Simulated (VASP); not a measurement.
NiO, 2 atoms in the cell. It takes space group Fm-3m (No. 225, cubic). Conventional cell: a = 4.172 Å, b = 4.172 Å, c = 4.172 Å, α = 90.00°, β = 90.00°, γ = 90.00°. Within 2.8 Å of Ni (site symmetry m-3m) lie 6 O at 2.09 Å. Within 2.8 Å of O (site symmetry m-3m) lie 6 Ni at 2.09 Å. 

| Item | Value |
| --- | --- |
| Program | VASP 6.6.1 |
| Task | single point |
| Functional | PBEsol |
| Dispersion | D3(BJ) |
| Potentials or basis | VASP PAW PBE potentials, release 64 (Ni, O) |
| Cutoff | 520 eV |
| k mesh | 11 × 11 × 11 |
| Occupations | fermi-dirac, width 0.05 eV |
| Spin | collinear spin, ferromagnetic start |
| Starting moments | [1.0, 0.0] μB |
| Dipole correction | no |
| Further INCAR settings | ALGO = Normal; EDIFF = 1e-06; NBANDS = 19 |

Potentials or basis: VASP PAW PBE potentials, release 64 (Ni, O).

Launch:

```bash
$ cat potpaw_PBE.64/Ni/POTCAR potpaw_PBE.64/O/POTCAR > POTCAR
$ mpirun -np 1 vasp_std > vasp.out
```

Hardware: 1 thread of Intel(R) Xeon(R) 6975P-C (Granite Rapids), on a shared host.

Problem. How long does it take, and how much memory?

Solution. It took 21 s on 1 thread of Intel(R) Xeon(R) 6975P-C (Granite Rapids) (shared host), peak memory 0.18 GiB. Counts: scf iterations 16, k points 56.
